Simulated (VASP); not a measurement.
# Y16Cu (a cell with a defect) in VASP: single point with r2SCAN

Aim: the single point of Y16Cu (a cell with a defect) with r2SCAN.

Everything below comes from runs of VASP 6.6.1. Logs are shortened: lines on timing, memory, paths and dates and some standing lists are left out, and cuts for length are marked.

### 1 The cell of the first run

The cell holds a defect, 17 atoms: a = 7.300 Å, b = 6.322 Å, c = 11.468 Å, α = 90.00°, β = 90.00°, γ = 90.00°.

### 2 Single point, r2SCAN

File POSCAR:

```
Y16Cu
1.0
   -3.6500000000     -6.3219850000      0.0000000000
    5.4750000000     -3.1609930000      0.0000000000
    0.0000000000      0.0000000000     11.4683000000
Y Cu
16 1
Direct
    0.7181572743      0.5140826281      0.0310706686
    0.4804098043      0.3194959503      0.2517238309
    0.7515087509      0.4799384434      0.5082350586
    0.5486093447      0.3672344545      0.7692074078
    0.4767224113     -0.0132913688     -0.0106051760
    0.2274110662      0.8324936598      0.2277071994
    0.4670954957      0.0257331382      0.5064013572
    0.2308529850      0.7936542319      0.7542916149
    0.2167021225      0.4712267015      0.0015294709
   -0.0178192625      0.3364384050      0.2603603502
    0.2690051547      0.5253344143      0.4861911525
    0.0763253292      0.2727196429      0.7167890051
   -0.0451111651      0.0041202529     -0.0115640422
    0.7195269296      0.8316835981      0.2612227747
   -0.0076594514     -0.0246842127      0.4830978248
    0.7277554118      0.8707945703      0.7292804798
    0.9133397987      0.5694776902      0.8408185230
```

File INCAR.step1:

```
SYSTEM = Y16Cu
  PREC = Accurate
  ENCUT = 520
  ISMEAR = -1
  SIGMA = 0.1
  LREAL = Auto
  LASPH = .True.
  NELM = 100
  NBANDS = 108
  GGA = PE
  ALGO = Normal
  EDIFF = 1E-4
  LWAVE = .True.
  LCHARG = .False.
```

File INCAR.step2:

```
SYSTEM = Y16Cu
  PREC = Accurate
  ENCUT = 520
  EDIFF = 1E-6
  ISMEAR = -1
  SIGMA = 0.1
  LREAL = Auto
  LASPH = .True.
  NELM = 100
  ALGO = Normal
  ISIF = 2
  LWAVE = .False.
  LCHARG = .False.
  METAGGA = R2SCAN
  LMIXTAU = .True.
  NBANDS = 108
  ISTART = 1
```

File KPOINTS:

```
Automatic mesh
0
Gamma
  2 2 1
  0 0 0
```

Potentials or basis: VASP PAW PBE potentials, release 64 (Y_sv, Cu).

Command:

```sh
$ cat potpaw_PBE.64/Y_sv/POTCAR potpaw_PBE.64/Cu/POTCAR > POTCAR
$ cp INCAR.step1 INCAR
$ mpirun -np 1 vasp_std > vasp.out
$ cp INCAR.step2 INCAR
$ mpirun -np 1 vasp_std > vasp.out
```

OUTCAR:

```text
SYSTEM = Y16Cu
   PREC = Accurate
   ENCUT = 520
   EDIFF = 1E-6
   ISMEAR = -1
   LREAL = Auto
   LASPH = .True.
   NELM = 100
   ISIF = 2
   METAGGA = R2SCAN
   ISTART = 1

 ion  position               nearest neighbor table
   1  0.718  0.514  0.031-  17 2.63   2 3.31  14 3.32   4 3.38  10 3.45   5 3.50  13 3.58   9 3.67
                             9 3.69  13 3.69   5 3.80  16 4.13
   2  0.480  0.319  0.252-   1 3.31  11 3.36   7 3.46  14 3.55   9 3.59   6 3.60  10 3.64  10 3.67
                             5 3.67  14 3.68   3 3.69   6 3.74
   3  0.752  0.480  0.508-   4 3.41  10 3.43  11 3.54   7 3.54  16 3.54  15 3.60  14 3.61  12 3.61
                            15 3.65   2 3.69  11 3.80   7 4.03
   4  0.549  0.367  0.769-  17 3.07   1 3.38   3 3.41  16 3.43  16 3.47   5 3.53  12 3.55   8 3.56
                             9 3.66   7 3.75  12 3.94  11 3.96   8 4.31
   5  0.477  0.987  0.989-   6 3.43   8 3.46  13 3.49   1 3.50   4 3.53  16 3.58   9 3.61   2 3.67
                            14 3.72   9 3.77   1 3.80  13 3.81
   6  0.227  0.832  0.228-   5 3.43   9 3.46  15 3.51  11 3.56  13 3.56   2 3.60  14 3.61  10 3.63
                            10 3.67  14 3.73   2 3.74   7 3.84
   7  0.467  0.026  0.506-  16 3.33   2 3.46  11 3.48  11 3.49  15 3.49   3 3.54  14 3.58   8 3.63
                             4 3.75   6 3.84  15 3.86   3 4.03  12 4.05
   8  0.231  0.794  0.754-  17 2.89  12 3.26   5 3.46   9 3.49  12 3.51  11 3.52   4 3.56  13 3.61
                             7 3.63  16 3.67  16 3.72  15 3.74   4 4.31
   9  0.217  0.471  0.002-  17 2.95   6 3.46   8 3.49  13 3.52  10 3.53   2 3.59   5 3.61  12 3.65
                             4 3.66   1 3.67   1 3.69   5 3.77  13 3.88
  10  0.982  0.336  0.260-   3 3.43  15 3.43   1 3.45   9 3.53  11 3.54   6 3.63   2 3.64   2 3.67
                            14 3.67   6 3.67  14 3.72  13 3.77
  11  0.269  0.525  0.486-   2 3.36  12 3.39   7 3.48   7 3.49  15 3.49   8 3.52  10 3.54   3 3.54
                             6 3.56   3 3.80   4 3.96  15 4.02
  12  0.076  0.273  0.717-  17 2.64   8 3.26  15 3.33  11 3.39   8 3.51   4 3.55  16 3.60   3 3.61
                             9 3.65  13 3.66   4 3.94   7 4.05
  13  0.955  0.004  0.988-  17 3.24   5 3.49  16 3.51   9 3.52   6 3.56   1 3.58   8 3.61  12 3.66
                             1 3.69  14 3.73  10 3.77   5 3.81   9 3.88
  14  0.720  0.832  0.261-   1 3.32  15 3.36   2 3.55   7 3.58   3 3.61   6 3.61  10 3.67   2 3.68
                             5 3.72  10 3.72   6 3.73  13 3.73
  15  0.992  0.975  0.483-  12 3.33  14 3.36  10 3.43  16 3.48  11 3.49   7 3.49   6 3.51   3 3.60
                             3 3.65   8 3.74   7 3.86  11 4.02
  16  0.728  0.871  0.729-  17 2.66   7 3.33   4 3.43   4 3.47  15 3.48  13 3.51   3 3.54   5 3.58
                            12 3.60   8 3.67   8 3.72   1 4.13
  17  0.913  0.569  0.841-   1 2.63  12 2.64  16 2.66   8 2.89   9 2.95   4 3.07  13 3.24

  LATTYP: Found a simple orthorhombic cell.
 ALAT       =     6.3219855857
 B/A-ratio  =     1.1547004518
 C/A-ratio  =     1.8140345062

  Lattice vectors:

 A1 = (  -5.4750000000,   3.1609930000,   0.0000000000)
 A2 = (  -3.6500000000,  -6.3219850000,   0.0000000000)
 A3 = (   0.0000000000,   0.0000000000,  11.4683000000)

Analysis of symmetry for initial positions (statically):
=====================================================================
 Subroutine PRICEL returns:
 Original cell was already a primitive cell.

 Routine SETGRP: Setting up the symmetry group for a
 simple orthorhombic supercell.

 Subroutine GETGRP returns: Found  1 space group operations
 (whereof  1 operations were pure point group operations)
 out of a pool of  8 trial point group operations.

The static configuration has the point symmetry C_1 .

Analysis of symmetry for dynamics (positions and initial velocities):
=====================================================================
 Subroutine PRICEL returns:
 Original cell was already a primitive cell.

 Routine SETGRP: Setting up the symmetry group for a
 simple orthorhombic supercell.

 Subroutine GETGRP returns: Found  1 space group operations
 (whereof  1 operations were pure point group operations)
 out of a pool of  8 trial point group operations.

The dynamic configuration has the point symmetry C_1 .

 Subroutine INISYM returns: Found  1 space group operations
 (whereof  1 operations are pure point group operations),
 and found     1 'primitive' translations

----------------------------------------------------------------------------------------

                                     Primitive cell

[... 33 lines left out ...]
                 3           3
                 4           4
                 5           5
                 6           6
[... 9 lines left out ...]
                16          16
                17          17

----------------------------------------------------------------------------------------

 KPOINTS: Automatic mesh

Automatic generation of k-mesh.
 Grid dimensions read from file:
 generate k-points for:    2    2    1

 Generating k-lattice:

  Cartesian coordinates                     Fractional coordinates (reciprocal lattice)
    -0.034246579 -0.059316810  0.000000000     0.500000000  0.000000000  0.000000000
     0.068493148 -0.039544540  0.000000000    -0.000000000  0.500000000  0.000000000
     0.000000000  0.000000000  0.087196882     0.000000000  0.000000000  1.000000000

  Length of vectors
     0.068493154  0.079089076  0.087196882

  Shift w.r.t. Gamma in fractional coordinates (k-lattice)
     0.000000000  0.000000000  0.000000000

 Subroutine IBZKPT returns following result:
 ===========================================

 Found      4 irreducible k-points:

 Following reciprocal coordinates:
            Coordinates               Weight
  0.000000  0.000000  0.000000      1.000000
  0.500000  0.000000  0.000000      1.000000
 -0.000000  0.500000  0.000000      1.000000
  0.500000  0.500000  0.000000      1.000000
   k-points           NKPTS =      4   k-points in BZ     NKDIM =      4   number of bands    NBANDS=    108
   number of dos      NEDOS =    301   number of ions     NIONS =     17
   total plane-waves  NPLWV = 233280
   dimension x,y,z NGX =    54 NGY =   48 NGZ =   90
   dimension x,y,z NGXF=   108 NGYF=   96 NGZF=  180
   ions per type =              16   1
   NGX,Y,Z   is equivalent  to a cutoff of  12.30, 12.62, 13.05 a.u.
   NGXF,Y,Z  is equivalent  to a cutoff of  24.60, 25.24, 26.09 a.u.
 SYSTEM =  Y16Cu
   PREC   = accura    normal or accurate (medium, high low for compatibility)
   ISTART =      1    job   : 0-new  1-cont  2-samecut
   ICHARG =      0    charge: 1-file 2-atom 10-const
   ISPIN  =      1    spin polarized calculation?
   LNONCOLLINEAR =      F non collinear calculations
   LSORBIT =      F    spin-orbit coupling
   LASPH  =      T    aspherical Exc in radial PAW
   ENCUT  =  520.0 eV  38.22 Ry    6.18 a.u.  13.57 11.75 21.32*2*pi/ulx,y,z
   NELM   =    100;   NELMIN=  2; NELMDL=  0     # of ELM steps
   EDIFF  = 0.1E-05   stopping-criterion for ELM
   LREAL  =      T    real-space projection
   EDIFFG = 0.1E-04   stopping-criterion for IOM
   NSW    =      0    number of steps for IOM
[... 5 lines left out ...]
   TEBEG  =    0.0;   TEEND  =   0.0 temperature during run
   PSTRESS=    0.0 pullay stress
   NELECT =     187.0000    total number of electrons
   NUPDOWN=      -1.0000    fix difference up-down
   EMIN   =  10.00;   EMAX   =-10.00  energy-range for DOS
   EFERMI =   0.00;   METHOD = LEGACY
   ISMEAR =    -1;   SIGMA  =   0.10  broadening in eV -4-tet -1-fermi 0-gaus
   EFERMI_NEDOS =   21; number of points for ismear=-14 and -15
   IALGO  =     38    algorithm
   IMIX   =      4    mixing-type and parameters
     AMIX     =   0.40;   BMIX     =  1.00
     AMIX_MAG =   1.60;   BMIX_MAG =  1.00
  volume/ion in A,a.u.               =      31.13       210.10
  Fermi-wavevector in a.u.,A,eV,Ry     =   1.157347  2.187069 18.224350  1.339452
  Thomas-Fermi vector in A             =   2.293959
   LORBIT       =      0    0 simple, 1 ext, 2 COOP (PROOUT), +10 PAW based schemes
   METAGGA = R2SCAN    functional components
   LHFCALC =     F    Hartree Fock is set to
   AEXX    =    0.0000 exact exchange contribution
   IVDW    =     0    specifies the selected vdW correction
   LEPSILON=     F    determine dielectric tensor
   LRPA    =     F    only Hartree local field effects (RPA)
 non-spin polarized calculation
  energy-cutoff  :      520.00
  volume of cell :      529.27
 maximum number of plane-waves:     14300
   NGX = 27   NGY = 23   NGZ = 43

 number of electron     187.0000005 magnetization

 Free energy of the ion-electron system (eV)
  ---------------------------------------------------
  ext. energy  EPLUGINS =         0.00000000
  ---------------------------------------------------
  free energy    TOTEN  =      -334.67139665 eV

  energy without entropy =     -333.86456161  energy(sigma->0) =     -334.26797913

 E-fermi :   3.2615     XC(G=0): -10.2037

 val. band max:        3.2431523610   @ k =  -0.0000   0.5000   0.0000
 cond. band min:       3.2646123318   @ k =   0.5000   0.0000   0.0000
 fundamental gap:      0.0214599709
 Fermi energy:         3.2614689603

 k-point     1 :       0.0000    0.0000    0.0000
  band No.  band energies     occupation
      1     -41.0459      2.00000
      2     -41.0327      2.00000
      3     -40.9838      2.00000
      4     -40.9595      2.00000
      5     -40.9374      2.00000
      6     -40.9331      2.00000
[... 421 lines left out ...]
    104       4.1141      0.00040
    105       4.2370      0.00012
 [bands above 105 left out]

------------------------ aborting loop because EDIFF is reached ----------------------------------------

  FORCE on cell =-STRESS in cart. coord.  units (eV):
  Direction    XX          YY          ZZ          XY          YZ          ZX
  --------------------------------------------------------------------------------------
  -------------------------------------------------------------------------------------
  Total        7.2532490      3.4689701      6.0460615     -2.1527152      1.5280163      0.5182046
  in kB       21.9567364     10.5011232     18.3023880     -6.5166108      4.6255479      1.5686875
  external PRESSURE =      16.9200825 kB  Pullay stress =       0.0000000 kB

 VOLUME and BASIS-vectors are now :
 -----------------------------------------------------------------------------
  energy-cutoff  :      520.00
  volume of cell :      529.27
      direct lattice vectors                 reciprocal lattice vectors
    -3.650000000 -6.321985000  0.000000000    -0.068493159 -0.118633621  0.000000000
     5.475000000 -3.160993000  0.000000000     0.136986296 -0.079089080  0.000000000
     0.000000000  0.000000000 11.468300000     0.000000000  0.000000000  0.087196882

 POSITION                                       TOTAL-FORCE (eV/Angst)
 -----------------------------------------------------------------------------------
      0.19333     -6.16519      0.35633         0.039810      0.040358      0.061153
     -0.00426     -4.04707      2.88684        -0.003244     -0.014196     -0.013216
     -0.11534     -6.26811      5.82859         0.026657     -0.007721      0.002819
      0.00818     -4.62913      8.82150        -0.018902      0.010560     -0.003782
      3.66219     -6.13281     11.34668        -0.004344      0.042030      0.020516
      3.72785     -4.06920      2.61141        -0.000419      0.002420      0.001379
[... 9 lines left out ...]
      2.11129     -7.35343      8.36361         0.039757     -0.081535     -0.016878
     -0.21580     -7.57424      9.64276        -0.016429     -0.022143     -0.032170
 -----------------------------------------------------------------------------------
    total drift:                                0.004373     -0.001030      0.008608

  FREE ENERGIE OF THE ION-ELECTRON SYSTEM (eV)
  ---------------------------------------------------
  free  energy   TOTEN  =      -334.6713966491 eV

  energy  without entropy=     -333.8645616118  energy(sigma->0) =     -334.26797913
```

It took 19 min on 1 thread of Intel Xeon Platinum 8488C (Sapphire Rapids), shared host; peak memory 0.68 GiB.

Results:

```
Free energy            : -334.6714 eV
Pressure               : 1.7 GPa
Largest force          : 0.092 eV/Å
Band gap on the k mesh : zero (an odd number of electrons rules out a gap without spin polarisation)
```

Forces in eV/Å, atoms in the order of the input:
```
Y    0.040  0.040  0.061
Y   -0.003 -0.014 -0.013
Y    0.027 -0.008  0.003
Y   -0.019  0.011 -0.004
Y   -0.004  0.042  0.021
Y    0.000  0.002  0.001
Y   -0.007  0.001  0.001
Y    0.014  0.002 -0.015
Y   -0.013 -0.046 -0.003
Y   -0.026  0.002  0.002
Y    0.004 -0.015  0.001
Y   -0.047  0.074 -0.029
Y    0.011 -0.003  0.000
Y   -0.027 -0.004 -0.001
Y    0.027  0.020  0.025
Y    0.040 -0.082 -0.017
Cu  -0.016 -0.022 -0.032
```

Levels at points of the mesh, in eV from the Fermi level:
```tsv
k point	band 89	band 90	band 91	band 92	band 93	band 94	band 95	band 96	band 97	band 98
(0.00, 0.00, 0.00)	-0.43	-0.31	-0.27	-0.25	-0.14	0.08	0.10	0.22	0.25	0.34
(0.50, 0.00, 0.00)	-0.48	-0.30	-0.17	-0.13	-0.13	0.00	0.05	0.13	0.20	0.28
(0.00, 0.50, 0.00)	-0.38	-0.29	-0.25	-0.10	-0.02	0.06	0.09	0.20	0.29	0.35
(0.50, 0.50, 0.00)	-0.44	-0.34	-0.28	-0.22	-0.10	-0.07	0.09	0.16	0.20	0.25
```

Caveat: the k points lie up to 0.55 Å⁻¹ apart, too coarse for converged energies and pressures of a metal; the PAW data sets were made with another functional, which shifts forces and pressure a little.

The gap in the log of VASP goes by the Fermi energy; the results here count the filled bands.